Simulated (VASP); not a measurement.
# TaSi (zincblende type) (F-43m) in VASP: notebook, part 2 of 2

VASP 6.6.1.

## Step 5: Relaxation of cell and atoms, PBE, target pressure 430 GPa, at which the enthalpy is minimised

INCAR reads:

```
SYSTEM = TaSi
ALGO = Normal
EDIFF = 1E-6
EDIFFG = -0.005
ENCUT = 600
GGA = PE
IBRION = 2
ISIF = 3
ISMEAR = -1
LASPH = .TRUE.
LCHARG = .FALSE.
LREAL = .FALSE.
LWAVE = .FALSE.
NELM = 80
NSW = 32
PREC = Accurate
PSTRESS = 4300.0
SIGMA = 0.1
```

KPOINTS reads:

```
k-points
0
G
  14 14 14
  0 0 0
```

POSCAR reads:

```
TaSi
1.0
    0.0000000000      2.1072916469      2.1072916469
    2.1072916469      0.0000000000      2.1072916469
    2.1072916469      2.1072916469      0.0000000000
Ta Si
1 1
Direct
    0.0000000000      0.0000000000      0.0000000000
    0.2500000000      0.2500000000      0.2500000000
```

Potentials or basis: VASP PAW PBE potentials, release 64 (Ta_pv, Si).

On the command line:

```bash
cat potpaw_PBE.64/Ta_pv/POTCAR potpaw_PBE.64/Si/POTCAR > POTCAR
mpirun -np 1 vasp_std > vasp.out
```

OUTCAR:

```text
SYSTEM = TaSi
   EDIFF = 1E-6
   EDIFFG = -0.005
   ENCUT = 600
   GGA = PE
   IBRION = 2
   ISIF = 3
   ISMEAR = -1
   LASPH = .TRUE.
   LREAL = .FALSE.
   NELM = 80
   NSW = 32
   PREC = Accurate
   PSTRESS = 4300.0

 ion  position               nearest neighbor table
   1  0.000  0.000  0.000-   2 1.82   2 1.82   2 1.82   2 1.82
   2  0.250  0.250  0.250-   1 1.82   1 1.82   1 1.82   1 1.82

  LATTYP: Found a face centered cubic cell.
 ALAT       =     4.2145832938

  Lattice vectors:

 A1 = (   0.0000000000,   2.1072916469,   2.1072916469)
 A2 = (   2.1072916469,   0.0000000000,   2.1072916469)
 A3 = (   2.1072916469,   2.1072916469,   0.0000000000)

Analysis of symmetry for initial positions (statically):
=====================================================================
 Subroutine PRICEL returns:
 Original cell was already a primitive cell.

 Routine SETGRP: Setting up the symmetry group for a
 face centered cubic supercell.

 Subroutine GETGRP returns: Found 24 space group operations
 (whereof 24 operations were pure point group operations)
 out of a pool of 48 trial point group operations.

The static configuration has the point symmetry T_d .

Analysis of symmetry for dynamics (positions and initial velocities):
=====================================================================
 Subroutine PRICEL returns:
 Original cell was already a primitive cell.

 Routine SETGRP: Setting up the symmetry group for a
 face centered cubic supercell.

 Subroutine GETGRP returns: Found 24 space group operations
 (whereof 24 operations were pure point group operations)
 out of a pool of 48 trial point group operations.

The dynamic configuration has the point symmetry T_d .

 Subroutine INISYM returns: Found 24 space group operations
 (whereof 24 operations are pure point group operations),
 and found     1 'primitive' translations

----------------------------------------------------------------------------------------

                                     Primitive cell

  volume of cell :      18.7156

  direct lattice vectors                    reciprocal lattice vectors
     0.000000000  2.107291647  2.107291647    -0.237271381  0.237271381  0.237271381
     2.107291647  0.000000000  2.107291647     0.237271381 -0.237271381  0.237271381
     2.107291647  2.107291647  0.000000000     0.237271381  0.237271381 -0.237271381

  length of vectors
     2.980160427  2.980160427  2.980160427     0.410966088  0.410966088  0.410966088

  position of ions in fractional coordinates (direct lattice)
     0.000000000  0.000000000  0.000000000
     0.250000000  0.250000000  0.250000000

  ion indices of the primitive-cell ions
   primitive index   ion index
                 1           1
                 2           2

----------------------------------------------------------------------------------------

 KPOINTS: k-points

Automatic generation of k-mesh.
 Grid dimensions read from file:
 generate k-points for:   14   14   14

 Generating k-lattice:

  Cartesian coordinates                     Fractional coordinates (reciprocal lattice)
    -0.016947956  0.016947956  0.016947956     0.071428571  0.000000000  0.000000000
     0.016947956 -0.016947956  0.016947956     0.000000000  0.071428571  0.000000000
[... 41 lines left out ...]
   number of dos      NEDOS =    301   number of ions     NIONS =      2
   total plane-waves  NPLWV =  13824
   dimension x,y,z NGX =    24 NGY =   24 NGZ =   24
   dimension x,y,z NGXF=    48 NGYF=   48 NGZF=   48
   ions per type =               1   1
   NGX,Y,Z   is equivalent  to a cutoff of  13.39, 13.39, 13.39 a.u.
   NGXF,Y,Z  is equivalent  to a cutoff of  26.78, 26.78, 26.78 a.u.
 SYSTEM =  TaSi
   PREC   = accura    normal or accurate (medium, high low for compatibility)
   ISTART =      0    job   : 0-new  1-cont  2-samecut
   ICHARG =      2    charge: 1-file 2-atom 10-const
   ISPIN  =      1    spin polarized calculation?
   LNONCOLLINEAR =      F non collinear calculations
   LSORBIT =      F    spin-orbit coupling
   LASPH  =      T    aspherical Exc in radial PAW
   ENCUT  =  600.0 eV  44.10 Ry    6.64 a.u.   5.95  5.95  5.95*2*pi/ulx,y,z
   NELM   =     80;   NELMIN=  2; NELMDL= -5     # of ELM steps
   EDIFF  = 0.1E-05   stopping-criterion for ELM
   LREAL  =      F    real-space projection
   EDIFFG = -.5E-02   stopping-criterion for IOM
   NSW    =     32    number of steps for IOM
   IBRION =      2    ionic relax: 0-MD 1-quasi-New 2-CG
   NFREE  =      1    steps in history (QN), initial steepest desc. (CG)
   ISIF   =      3    stress and relaxation
   ISYM   =      2    0-nonsym 1-usesym 2-fastsym
   POTIM  = 0.5000    time-step for ionic-motion
   TEBEG  =    0.0;   TEEND  =   0.0 temperature during run
   PSTRESS= 4300.0 pullay stress
   NELECT =      15.0000    total number of electrons
   NUPDOWN=      -1.0000    fix difference up-down
   EMIN   =  10.00;   EMAX   =-10.00  energy-range for DOS
   EFERMI =   0.00;   METHOD = LEGACY
   ISMEAR =    -1;   SIGMA  =   0.10  broadening in eV -4-tet -1-fermi 0-gaus
   EFERMI_NEDOS =   21; number of points for ismear=-14 and -15
   IALGO  =     38    algorithm
   IMIX   =      4    mixing-type and parameters
     AMIX     =   0.40;   BMIX     =  1.00
     AMIX_MAG =   1.60;   BMIX_MAG =  1.00
  volume/ion in A,a.u.               =       9.36        63.15
  Fermi-wavevector in a.u.,A,eV,Ry     =   1.520678  2.873665 31.462951  2.312462
  Thomas-Fermi vector in A             =   2.629496
   LORBIT       =      0    0 simple, 1 ext, 2 COOP (PROOUT), +10 PAW based schemes
   GGA     = PE    functional components
   LHFCALC =     F    Hartree Fock is set to
   AEXX    =    0.0000 exact exchange contribution
   IVDW    =     0    specifies the selected vdW correction
   LEPSILON=     F    determine dielectric tensor
   LRPA    =     F    only Hartree local field effects (RPA)
 conjugate gradient relaxation of ions
 non-spin polarized calculation
  energy-cutoff  :      600.00
  volume of cell :       18.72
 maximum number of plane-waves:       637
   NGX = 11   NGY = 11   NGZ = 11

--------------------------------------- Ionic step        1  -------------------------------------------

 number of electron      15.0000001 magnetization

 Free energy of the ion-electron system (eV)
  ---------------------------------------------------
  ext. energy  EPLUGINS =         0.00000000
  ---------------------------------------------------
  free energy    TOTEN  =         4.44217129 eV

  energy without entropy =        4.46366569  energy(sigma->0) =        4.45291849

------------------------ aborting loop because EDIFF is reached ----------------------------------------

  FORCE on cell =-STRESS in cart. coord.  units (eV):
  Direction    XX          YY          ZZ          XY          YZ          ZX
  --------------------------------------------------------------------------------------
  -------------------------------------------------------------------------------------
  Total       51.3571588     51.3571588     51.3571588      0.0000000      0.0000000      0.0000000
  in kB     4396.5056902   4396.5056902   4396.5056902      0.0000000      0.0000000      0.0000000
  external PRESSURE =      96.5056902 kB  Pullay stress =    4300.0000000 kB
[... 101 lines left out ...]
--------------------------------------- Ionic step        4  -------------------------------------------

 number of electron      15.0000001 magnetization

 Free energy of the ion-electron system (eV)
  ---------------------------------------------------
  ext. energy  EPLUGINS =         0.00000000
  ---------------------------------------------------
  free energy    TOTEN  =         4.04891782 eV

  energy without entropy =        4.07105467  energy(sigma->0) =        4.05998625

 E-fermi :  13.4710     XC(G=0): -14.4374

 val. band max:       13.4508665180   @ k =  -0.4286   0.4286   0.0714
 cond. band min:      13.5711900474   @ k =  -0.1429   0.1429   0.0000
 fundamental gap:      0.1203235294
 Fermi energy:        13.4709843291

 k-point     1 :       0.0000    0.0000    0.0000
  band No.  band energies     occupation
      1     -20.5333      2.00000
      2     -20.5333      2.00000
      3     -20.5333      2.00000
      4       0.1767      2.00000
      5       8.4891      2.00000
      6       8.4891      2.00000
      7       8.4891      2.00000
      8      12.8099      1.99731
      9      12.8099      1.99731
     10      23.2740      0.00000
     11      23.2740      0.00000
[... 309 lines left out ...]
 k-point    24 :       0.2857    0.1429    0.0000
  band No.  band energies     occupation
      1     -21.2601      2.00000
      2     -20.7126      2.00000
      3     -20.7021      2.00000
      4       2.8465      2.00000
      5       7.3635      2.00000
      6       9.1346      2.00000
      7       9.7752      2.00000
      8      11.4429      2.00000
      9      14.0957      0.00386
     10      21.4387      0.00000
     11      24.5648      0.00000

 [... further k-points ...]
[... 5 lines left out ...]
  --------------------------------------------------------------------------------------
  -------------------------------------------------------------------------------------
  Total       50.6149174     50.6149174     50.6149174      0.0000000      0.0000000      0.0000000
  in kB     4299.6727805   4299.6727805   4299.6727805      0.0000000      0.0000000      0.0000000
  external PRESSURE =      -0.3272195 kB  Pullay stress =    4300.0000000 kB
[... 21 lines left out ...]
  energy  without entropy=        4.0710546730  energy(sigma->0) =        4.05998625

  enthalpy is  TOTEN    =        54.6676871906 eV   P V=       50.6187693731

 reached required accuracy - stopping structural energy minimisation
```

Run time: 18 s. Hardware: 1 thread of Intel Xeon 6975P-C (Granite Rapids), shared host; peak memory 0.16 GiB.

What came out:

```yaml
Free_energy: 4.0489 eV
Relaxed_volume: 9.43 Å³/atom
Relaxed_cell: a = 2.988 Å, b = 2.988 Å, c = 2.988 Å, α = 60.00°, β = 60.00°, γ = 60.00°
Space_group_after_relaxing_to_0.05_Å: F-43m (No. 216)
Energy_change_on_relaxing_the_enthalpy_is_what_falls: -196.6 meV/atom
Ionic_steps: 4
Pressure_after_relaxing: 430.0 GPa
```

Step by step:
```tsv
step	energy change (eV)	largest force (eV/Å)	pressure (GPa)	volume (Å³)
1	0.0000	0.0000	439.65	18.72
2	-3.8338	0.0000	348.13	20.28
3	-0.4087	0.0000	429.62	18.87
4	-0.3933	0.0000	429.97	18.86
```

Final structure:
```yaml
crystal:
  lattice:
    - [0.00000, 2.11272, 2.11272]
    - [2.11272, 0.00000, 2.11272]
    - [2.11272, 2.11272, 0.00000]
  atoms:
    - { symbol: Ta, position: [0.00000, 0.00000, 0.00000] }
    - { symbol: Si, position: [0.25000, 0.25000, 0.25000] }
```

Caveat: the cell is relaxed towards a set pressure, so the enthalpy falls and the energy may rise; spin-orbit coupling is left out, which moves the levels of the heavy elements.

## Step 6: The runs side by side

```tsv
task	cell	cutoff (eV)	gap on the mesh (eV)	pressure (GPa)
single point	a = 2.980 Å, angles 60.0°, 2 atoms	520	none	439.6
single point	a = 2.978 Å, angles 60.0°, 2 atoms	520	none	442.9
relaxation of cell and atoms	relaxed to 430 GPa from a = 2.922 Å, angles 60.0°, 2 atoms	600	none	429.9
relaxation of cell and atoms	relaxed to 430 GPa from a = 2.980 Å, angles 60.0°, 2 atoms	600	none	430.0
```

Alike in all rows: level PBE; potentials or basis VASP PAW PBE potentials, release 64 (Ta_pv, Si); no spin polarisation; k mesh 14 × 14 × 14; smearing fermi-dirac 0.1 eV.

Caveats: spin-orbit coupling is left out, which moves the levels of the heavy elements; the cell is relaxed towards a set pressure, so the enthalpy falls and the energy may rise (some runs).

Total energies depend on the potentials used, so only differences within one code and one set of settings carry meaning.
